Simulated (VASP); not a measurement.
Wanted: the native input for a VASP 6.6.1 run.

* Task: relaxation of shape and atoms at fixed volume
* Functional: r2SCAN
* Potentials or basis: VASP PAW PBE potentials, release 64 (Te, Mo_sv)
* Cutoff: 550 eV
* k mesh: 12 × 12 × 2
* Occupations: gaussian, width 0.02 eV
* Spin: no spin polarisation
* Dipole correction: no
* Further INCAR settings: ALGO = Normal; EDIFF = 1e-07; IBRION = 2; EDIFFG = -0.01; NSW = 50; ISIF = 4

The system is Te2Mo.

```
Te Mo
1.0
     3.59883    0.00000    0.00000
    -1.79942    3.11668    0.00000
     0.00000    0.00000   14.87204
Te Mo
4 2
Direct
  0.33333 0.66667 0.62848
  0.66667 0.33333 0.12848
  0.33333 0.66667 0.87152
  0.66667 0.33333 0.37152
  0.33333 0.66667 0.25000
  0.66667 0.33333 0.75000
```

One way to write it, as run:

POSCAR

```
Te2Mo
1.0
    3.5988301633      0.0000000000      0.0000000000
   -1.7994150816      3.1166783453      0.0000000000
    0.0000000000      0.0000000000     14.8720350651
Te Mo
4 2
Direct
    0.3333333333      0.6666666667      0.6284839580
    0.6666666667      0.3333333333      0.1284839580
    0.3333333333      0.6666666667      0.8715160420
    0.6666666667      0.3333333333      0.3715160420
    0.3333333333      0.6666666667      0.2500000000
    0.6666666667      0.3333333333      0.7500000000
```

INCAR.step1

```
SYSTEM = Te2Mo
ALGO = Normal
EDIFF = 1E-5
EDIFFG = -0.005
ENCUT = 550
GGA = PE
GGA_COMPAT = .False.
IBRION = 2
ISIF = 3
ISMEAR = 0
KPAR = 4
LASPH = .True.
LCHARG = .False.
LREAL = .False.
LWAVE = .True.
NELM = 120
NELMIN = 4
NSW = 100
PREC = Accurate
SIGMA = 0.02
```

INCAR.step2

```
SYSTEM = Te2Mo
ALGO = Normal
EDIFF = 1E-7
EDIFFG = -0.01
ENCUT = 550
GGA_COMPAT = .False.
IBRION = 2
ISIF = 4
ISMEAR = 0
ISTART = 1
KPAR = 4
LASPH = .True.
LCHARG = .False.
LMIXTAU = .True.
LREAL = .False.
LWAVE = .False.
METAGGA = R2SCAN
NELM = 120
NELMIN = 4
NSW = 50
PREC = Accurate
SIGMA = 0.02
```

KPOINTS

```
k-points
0
Gamma
  12 12 2
  0 0 0
```

Potentials or basis: VASP PAW PBE potentials, release 64 (Te, Mo_sv).

Run with:

```sh
$ cat potpaw_PBE.64/Te/POTCAR potpaw_PBE.64/Mo_sv/POTCAR > POTCAR
$ cp INCAR.step1 INCAR
$ mpirun -np 4 vasp_std > vasp.out
$ cp INCAR.step2 INCAR
$ mpirun -np 4 vasp_std > vasp.out
```

It gave:

| Property | Result |
| --- | --- |
| Energy gained by relaxing | 5.1 meV/atom |
| Ionic steps | 7 |
| Pressure after relaxing | -0.4 GPa |
| Largest force after relaxing | 0.005 eV/Å |
| Band gap on the k mesh | 1.06 eV |

Caveat: the PAW data sets were made with another functional, which shifts forces and pressure a little; spin-orbit coupling is left out, which moves the levels of the heavy elements.

Run time: 23 min on 4 MPI ranks on AMD EPYC 9R45 96-Core Processor (Zen 5), on a shared host, peak memory 0.44 GiB a rank.
